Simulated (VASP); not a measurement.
# Nb in VASP: a series of runs

The runs below take Nb through single point, relaxation of cell and atoms, with PBE.

All numbers are computed with VASP 6.6.1; they aren't measurements. Logs are shortened: lines on timing, memory, paths and dates and some standing lists are left out, and cuts for length are marked.

## Step 1: The cell of the first run

The typed cell holds 3 atoms: a = 4.622 Å, b = 4.622 Å, c = 2.956 Å, α = 90.00°, β = 90.00°, γ = 120.00°.

## Step 2: Single point, PBE

File INCAR:

```
ALGO = Normal
EDIFF = 1E-6
ENCUT = 520
GGA = PE
ISIF = 2
ISMEAR = 0
LASPH = T
LCHARG = F
LREAL = F
LWAVE = F
NBANDS = 26
NELM = 80
PREC = Accurate
SIGMA = 0.1
```

File KPOINTS:

```
k-points
0
Gamma
  6 6 4
```

File POSCAR:

```
Nb
1.0
    4.6224455046      0.0000000000      0.0000000000
   -2.3112227523      4.0031552346      0.0000000000
    0.0000000000      0.0000000000      2.9560916377
Nb
3
Direct
    0.3333507749      0.0000000000      0.3333333333
    0.0000000000      0.3333507749      0.6666666667
    0.6666492251      0.6666492251      0.0000000000
```

Potentials or basis: VASP PAW PBE potentials, release 64 (Nb_sv).

Started as:

```
$ cat potpaw_PBE.64/Nb_sv/POTCAR > POTCAR
$ mpirun -np 1 vasp_std > vasp.out
```

OUTCAR:

```text
EDIFF = 1E-6
   ENCUT = 520
   GGA = PE
   ISIF = 2
   ISMEAR = 0
   LASPH = T
   LREAL = F
   NELM = 80
   PREC = Accurate

 ion  position               nearest neighbor table
   1  0.333  0.000  0.333-   3 2.84   3 2.84   2 2.84   2 2.84   3 2.84   2 2.84
   2  0.000  0.333  0.667-   3 2.84   3 2.84   1 2.84   1 2.84   3 2.84   1 2.84
   3  0.667  0.667  0.000-   1 2.84   2 2.84   2 2.84   1 2.84   1 2.84   2 2.84

  LATTYP: Found a hexagonal cell.
 ALAT       =     4.6224455046
 C/A-ratio  =     0.6395081640

  Lattice vectors:

 A1 = (   4.6224455046,   0.0000000000,   0.0000000000)
 A2 = (  -2.3112227523,   4.0031552346,   0.0000000000)
 A3 = (   0.0000000000,   0.0000000000,   2.9560916377)

Analysis of symmetry for initial positions (statically):
=====================================================================
 Subroutine PRICEL returns:
 Original cell was already a primitive cell.

 Routine SETGRP: Setting up the symmetry group for a
 hexagonal supercell.

 Subroutine GETGRP returns: Found  6 space group operations
 (whereof  2 operations were pure point group operations)
 out of a pool of 24 trial point group operations.

The static configuration has the point symmetry C_2 .
 The point group associated with its full space group is D_3 .

Analysis of symmetry for dynamics (positions and initial velocities):
=====================================================================
 Subroutine PRICEL returns:
 Original cell was already a primitive cell.

 Routine SETGRP: Setting up the symmetry group for a
 hexagonal supercell.

 Subroutine GETGRP returns: Found  6 space group operations
 (whereof  2 operations were pure point group operations)
 out of a pool of 24 trial point group operations.

The dynamic configuration has the point symmetry C_2 .
 The point group associated with its full space group is D_3 .

 Subroutine INISYM returns: Found  6 space group operations
 (whereof  2 operations are pure point group operations),
 and found     1 'primitive' translations

----------------------------------------------------------------------------------------

                                     Primitive cell

  volume of cell :      54.7006

  direct lattice vectors                    reciprocal lattice vectors
     4.622445505  0.000000000  0.000000000     0.216335703  0.124901477  0.000000000
    -2.311222752  4.003155235  0.000000000     0.000000000  0.249802953  0.000000000
     0.000000000  0.000000000  2.956091638     0.000000000  0.000000000  0.338284506

  length of vectors
     4.622445505  4.622445505  2.956091638     0.249802953  0.249802953  0.338284506

  position of ions in fractional coordinates (direct lattice)
     0.333350775  0.000000000  0.333333333
     0.000000000  0.333350775  0.666666667
     0.666649225  0.666649225  0.000000000

  ion indices of the primitive-cell ions
   primitive index   ion index
                 1           1
                 2           2
                 3           3

----------------------------------------------------------------------------------------

 KPOINTS: k-points

Automatic generation of k-mesh.
 Grid dimensions read from file:
 generate k-points for:    6    6    4

 Generating k-lattice:

  Cartesian coordinates                     Fractional coordinates (reciprocal lattice)
     0.036055951  0.020816913  0.000000000     0.166666667 -0.000000000  0.000000000
     0.000000000  0.041633826  0.000000000     0.000000000  0.166666667  0.000000000
     0.000000000  0.000000000  0.084571127     0.000000000  0.000000000  0.250000000

  Length of vectors
     0.041633826  0.041633826  0.084571127

  Shift w.r.t. Gamma in fractional coordinates (k-lattice)
     0.000000000  0.000000000  0.000000000

 Subroutine IBZKPT returns following result:
 ===========================================

 Found     24 irreducible k-points:

 Following reciprocal coordinates:
            Coordinates               Weight
  0.000000  0.000000  0.000000      1.000000
  0.166667 -0.000000  0.000000      6.000000
  0.333333 -0.000000  0.000000      6.000000
  0.500000  0.000000  0.000000      3.000000
  0.166667  0.166667  0.000000      6.000000
  0.333333  0.166667  0.000000     12.000000
[... 16 lines left out ...]
  0.333333  0.166667  0.500000     12.000000
  0.333333  0.333333  0.500000      2.000000
   k-points           NKPTS =     24   k-points in BZ     NKDIM =     24   number of bands    NBANDS=     26
   number of dos      NEDOS =    301   number of ions     NIONS =      3
   total plane-waves  NPLWV =  31104
   dimension x,y,z NGX =    36 NGY =   36 NGZ =   24
   dimension x,y,z NGXF=    72 NGYF=   72 NGZF=   48
   ions per type =               3
   NGX,Y,Z   is equivalent  to a cutoff of  12.95, 12.95, 13.50 a.u.
   NGXF,Y,Z  is equivalent  to a cutoff of  25.89, 25.89, 26.99 a.u.
 SYSTEM =  unknown system
   PREC   = accura    normal or accurate (medium, high low for compatibility)
   ISTART =      0    job   : 0-new  1-cont  2-samecut
   ICHARG =      2    charge: 1-file 2-atom 10-const
   ISPIN  =      1    spin polarized calculation?
   LNONCOLLINEAR =      F non collinear calculations
   LSORBIT =      F    spin-orbit coupling
   LASPH  =      T    aspherical Exc in radial PAW
   ENCUT  =  520.0 eV  38.22 Ry    6.18 a.u.   8.59  8.59  5.50*2*pi/ulx,y,z
   NELM   =     80;   NELMIN=  2; NELMDL= -5     # of ELM steps
   EDIFF  = 0.1E-05   stopping-criterion for ELM
   LREAL  =      F    real-space projection
   EDIFFG = 0.1E-04   stopping-criterion for IOM
   NSW    =      0    number of steps for IOM
   IBRION =     -1    ionic relax: 0-MD 1-quasi-New 2-CG
   NFREE  =      0    steps in history (QN), initial steepest desc. (CG)
   ISIF   =      2    stress and relaxation
   ISYM   =      2    0-nonsym 1-usesym 2-fastsym
   POTIM  = 0.5000    time-step for ionic-motion
   TEBEG  =    0.0;   TEEND  =   0.0 temperature during run
   PSTRESS=    0.0 pullay stress
   NELECT =      39.0000    total number of electrons
   NUPDOWN=      -1.0000    fix difference up-down
   EMIN   =  10.00;   EMAX   =-10.00  energy-range for DOS
   EFERMI =   0.00;   METHOD = LEGACY
   ISMEAR =     0;   SIGMA  =   0.10  broadening in eV -4-tet -1-fermi 0-gaus
   EFERMI_NEDOS =   21; number of points for ismear=-14 and -15
   IALGO  =     38    algorithm
   IMIX   =      4    mixing-type and parameters
     AMIX     =   0.40;   BMIX     =  1.00
     AMIX_MAG =   1.60;   BMIX_MAG =  1.00
  volume/ion in A,a.u.               =      18.23       123.05
  Fermi-wavevector in a.u.,A,eV,Ry     =   1.462510  2.763744 29.102004  2.138937
  Thomas-Fermi vector in A             =   2.578715
   LORBIT       =      0    0 simple, 1 ext, 2 COOP (PROOUT), +10 PAW based schemes
   GGA     = PE    functional components
   LHFCALC =     F    Hartree Fock is set to
   AEXX    =    0.0000 exact exchange contribution
   IVDW    =     0    specifies the selected vdW correction
   LEPSILON=     F    determine dielectric tensor
   LRPA    =     F    only Hartree local field effects (RPA)
 non-spin polarized calculation
 Gauss-broadening in eV      SIGMA  =   0.10
  energy-cutoff  :      520.00
  volume of cell :       54.70
 maximum number of plane-waves:      1493
 NGX is ok and might be reduce to    36

 number of electron      39.0000004 magnetization

 Free energy of the ion-electron system (eV)
  ---------------------------------------------------
  ext. energy  EPLUGINS =         0.00000000
  ---------------------------------------------------
  free energy    TOTEN  =       -30.68532510 eV

  energy without entropy =      -30.66538273  energy(sigma->0) =      -30.67535392

 E-fermi :  10.9825     XC(G=0): -12.4385

 val. band max:       10.9717180118   @ k =   0.3333  -0.0000   0.0000
 cond. band min:      10.9951081113   @ k =   0.3333   0.1667   0.0000
 fundamental gap:      0.0233900995
 Fermi energy:        10.9824944024

 k-point     1 :       0.0000    0.0000    0.0000
  band No.  band energies     occupation
      1     -43.3973      2.00000
      2     -43.1097      2.00000
      3     -43.1097      2.00000
      4     -19.6318      2.00000
      5     -19.6316      2.00000
      6     -19.6316      2.00000
[... 18 lines left out ...]
     25      14.5076      0.00000
     26      14.5078      0.00000

 k-point     2 :       0.1667   -0.0000    0.0000
  band No.  band energies     occupation
      1     -43.3752      2.00000
      2     -43.1236      2.00000
      3     -43.1189      2.00000
      4     -19.8498      2.00000
      5     -19.7981      2.00000
      6     -19.3819      2.00000
[... 18 lines left out ...]
     25      13.9199      0.00000
     26      14.2887      0.00000

 k-point     3 :       0.3333   -0.0000    0.0000
  band No.  band energies     occupation
      1     -43.3160      2.00000
      2     -43.1687      2.00000
      3     -43.1346      2.00000
      4     -19.9987      2.00000
      5     -19.7600      2.00000
      6     -19.2202      2.00000
[... 18 lines left out ...]
     25      13.9415      0.00000
     26      14.4643      0.00000

 k-point     4 :       0.5000    0.0000    0.0000
  band No.  band energies     occupation
      1     -43.2392      2.00000
      2     -43.2392      2.00000
      3     -43.1419      2.00000
      4     -20.0515      2.00000
      5     -19.5128      2.00000
      6     -19.5126      2.00000
[... 18 lines left out ...]
     25      14.5097      0.00000
     26      14.5376      0.00000
[... 496 lines left out ...]
      1     -43.1812      2.00000
      2     -43.1812      2.00000
      3     -43.0421      2.00000
      4     -19.8037      2.00000
      5     -19.8037      2.00000
      6     -19.7016      2.00000
[... 18 lines left out ...]
     25      15.2791      0.00000
     26      15.2802      0.00000

 k-point    23 :       0.3333    0.1667    0.5000
  band No.  band energies     occupation
      1     -43.1702      2.00000
      2     -43.1431      2.00000
      3     -43.0915      2.00000
      4     -19.9562      2.00000
      5     -19.8205      2.00000
      6     -19.7773      2.00000
[... 18 lines left out ...]
     25      15.8671      0.00000
     26      15.9164      0.00000

 k-point    24 :       0.3333    0.3333    0.5000
  band No.  band energies     occupation
      1     -43.1350      2.00000
      2     -43.1350      2.00000
      3     -43.1350      2.00000
      4     -19.9028      2.00000
      5     -19.9027      2.00000
      6     -19.9027      2.00000
[... 18 lines left out ...]
     25      16.8491      0.00000
     26      16.8510      0.00000

------------------------ aborting loop because EDIFF is reached ----------------------------------------

  FORCE on cell =-STRESS in cart. coord.  units (eV):
  Direction    XX          YY          ZZ          XY          YZ          ZX
  --------------------------------------------------------------------------------------
  -------------------------------------------------------------------------------------
  Total       -0.1280114     -0.1280114     -0.2829172      0.0000000     -0.0000000     -0.0000000
  in kB       -3.7494449     -3.7494449     -8.2866274      0.0000000     -0.0000000     -0.0000000
  external PRESSURE =      -5.2618391 kB  Pullay stress =       0.0000000 kB

 VOLUME and BASIS-vectors are now :
 -----------------------------------------------------------------------------
  energy-cutoff  :      520.00
  volume of cell :       54.70
      direct lattice vectors                 reciprocal lattice vectors
     4.622445505  0.000000000  0.000000000     0.216335703  0.124901477  0.000000000
    -2.311222752  4.003155235  0.000000000     0.000000000  0.249802953  0.000000000
     0.000000000  0.000000000  2.956091638     0.000000000  0.000000000  0.338284506

 POSITION                                       TOTAL-FORCE (eV/Angst)
 -----------------------------------------------------------------------------------
      1.54090      0.00000      0.98536        -0.000760      0.000000     -0.000000
     -0.77045      1.33445      1.97073         0.000380     -0.000658      0.000000
      1.54077      2.66870      0.00000         0.000380      0.000658      0.000000
 -----------------------------------------------------------------------------------
    total drift:                                0.000000     -0.000000     -0.000000

  FREE ENERGIE OF THE ION-ELECTRON SYSTEM (eV)
  ---------------------------------------------------
  free  energy   TOTEN  =       -30.6853251001 eV

  energy  without entropy=      -30.6653827348  energy(sigma->0) =      -30.67535392
```

Wall time 48 s (1 thread of Intel Xeon 8259CL, shared host); peak memory 0.18 GiB.

Results:

| Item | Value |
| --- | --- |
| Free energy | -30.6853 eV |
| Pressure | -0.5 GPa |
| Band gap on the k mesh | zero (an odd number of electrons rules out a gap without spin polarisation) |

Stress tensor (GPa, compression positive):
```
-0.37  0.00  0.00
 0.00 -0.37  0.00
 0.00  0.00 -0.83
```

Caveat: the k points lie up to 0.53 Å⁻¹ apart, too coarse for converged energies and pressures of a metal.

## Step 3: Single point, PBE

This run uses another cell than the first one: it holds 1 atom, not 3.

File INCAR:

```
PREC = Accurate ; ENCUT = 500
EDIFF = 1E-6 ; ISMEAR = 0
SIGMA = 0.1 ; LREAL = False
LASPH = True ; NELM = 120
ALGO = Normal ; ISIF = 2
LWAVE = False ; LCHARG = False
GGA = PE ; NBANDS = 12
GGA_COMPAT = False
```

File KPOINTS:

```
regular mesh
0
Gamma
  8 8 8
```

File POSCAR:

```
Nb
1.0
   -1.6588161896      1.6588161896      1.6588161896
    1.6588161896     -1.6588161896      1.6588161896
    1.6588161896      1.6588161896     -1.6588161896
Nb
1
Direct
    0.0000000000      0.0000000000      0.0000000000
```

Potentials or basis: VASP PAW PBE potentials, release 64 (Nb_sv).

Started as:

```
$ cat potpaw_PBE.64/Nb_sv/POTCAR > POTCAR
$ mpirun -np 1 vasp_std > vasp.out
```

It took 6.6 s on 1 thread of Intel Xeon 8259CL, shared host; peak memory 0.14 GiB.

It converged, with:

| Quantity | Value |
| --- | --- |
| Free energy | -10.2454 eV |
| Pressure | -1.1 GPa |
| Band gap on the k mesh | zero (an odd number of electrons rules out a gap without spin polarisation) |

Levels at points of the mesh, in eV from the Fermi level:
| k point | band 2 | band 3 | band 4 | band 5 | band 6 | band 7 | band 8 | band 9 | band 10 | band 11 |
| --- | --- | --- | --- | --- | --- | --- | --- | --- | --- | --- |
| (0.00, 0.00, 0.00) | -29.60 | -29.60 | -29.60 | -5.78 | 0.49 | 0.49 | 0.49 | 3.36 | 3.36 | 14.32 |
| (0.50, 0.00, 0.00) | -30.90 | -30.01 | -29.61 | -3.53 | -1.49 | 2.35 | 3.38 | 4.05 | 6.38 | 11.72 |
| (0.50, 0.50, 0.50) | -30.49 | -30.49 | -30.49 | -3.51 | -3.51 | 5.63 | 5.63 | 5.63 | 9.09 | 9.09 |

(Continued in part 2 of 2.)

The gap in the log of VASP goes by the Fermi energy; the results here count the filled bands.